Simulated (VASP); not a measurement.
Write the native input for VASP 6.6.1 that does the following.

```
Task                   : single point
Functional             : r2SCAN
Potentials or basis    : VASP PAW PBE potentials, release 64 (Ba_sv)
Cutoff                 : 520 eV
k mesh                 : 3 × 3 × 3
Occupations            : fermi-dirac, width 0.1 eV
Spin                   : no spin polarisation
Dipole correction      : no
Further INCAR settings : ALGO = Normal; EDIFF = 1e-06; NBANDS = 11
```

The system is Ba.

```
Ba
1.0
    -2.53679    2.53679    2.53679
     2.53679   -2.53679    2.53679
     2.53679    2.53679   -2.53679
Ba
1
Cartesian
  0.0000 0.0000 0.0000
```

These files were run (other wordings do the same):

POSCAR

```
Ba
1.0
   -2.5367939014      2.5367939014      2.5367939014
    2.5367939014     -2.5367939014      2.5367939014
    2.5367939014      2.5367939014     -2.5367939014
Ba
1
Direct
    0.0000000000      0.0000000000      0.0000000000
```

INCAR.step1

```
SYSTEM = Ba
PREC     = Accurate       ! precision mode
ENCUT    = 520            ! plane-wave cutoff, eV
ISMEAR   = -1             ! smearing method
SIGMA    = 0.1            ! smearing width, eV
LREAL    = .False.        ! projectors in reciprocal space
LASPH    = .True.         ! aspherical terms in the spheres
NELM     = 60             ! most SCF steps
NBANDS   = 11             ! bands
GGA      = PE             ! functional
ALGO     = Normal         ! electronic algorithm
EDIFF    = 1E-4           ! SCF threshold, eV
LWAVE    = .True.         ! write WAVECAR
LCHARG   = .False.        ! write CHGCAR
```

INCAR.step2

```
SYSTEM = Ba
PREC     = Accurate       ! precision mode
ENCUT    = 520            ! plane-wave cutoff, eV
EDIFF    = 1E-6           ! SCF threshold, eV
ISMEAR   = -1             ! smearing method
SIGMA    = 0.1            ! smearing width, eV
LREAL    = .False.        ! projectors in reciprocal space
LASPH    = .True.         ! aspherical terms in the spheres
NELM     = 60             ! most SCF steps
ALGO     = Normal         ! electronic algorithm
ISIF     = 2              ! what is computed and relaxed
LWAVE    = .False.        ! write WAVECAR
LCHARG   = .False.        ! write CHGCAR
METAGGA  = R2SCAN         ! meta-GGA
LMIXTAU  = .True.       
NBANDS   = 11             ! bands
ISTART   = 1
```

KPOINTS

```
Automatic mesh
0
Gamma
  3 3 3
  0 0 0
```

Potentials or basis: VASP PAW PBE potentials, release 64 (Ba_sv).

Run with:

```console
$ cat potpaw_PBE.64/Ba_sv/POTCAR > POTCAR
$ cp INCAR.step1 INCAR
$ mpirun -np 1 vasp_std > vasp.out
$ cp INCAR.step2 INCAR
$ mpirun -np 1 vasp_std > vasp.out
```

It gave:

| Quantity | Value |
| --- | --- |
| Pressure | -0.4 GPa |
| Band gap on the k mesh | zero (bands 5 and 6 overlap by 0.24 eV) |

Caveat: the k points lie up to 0.58 Å⁻¹ apart; the PAW data sets were made with another functional, which shifts forces and pressure a little; spin-orbit coupling is left out, which moves the levels of the heavy elements.

Wall time 54 s on 1 thread of Intel Xeon 8259CL, on a shared host, peak memory 0.21 GiB.
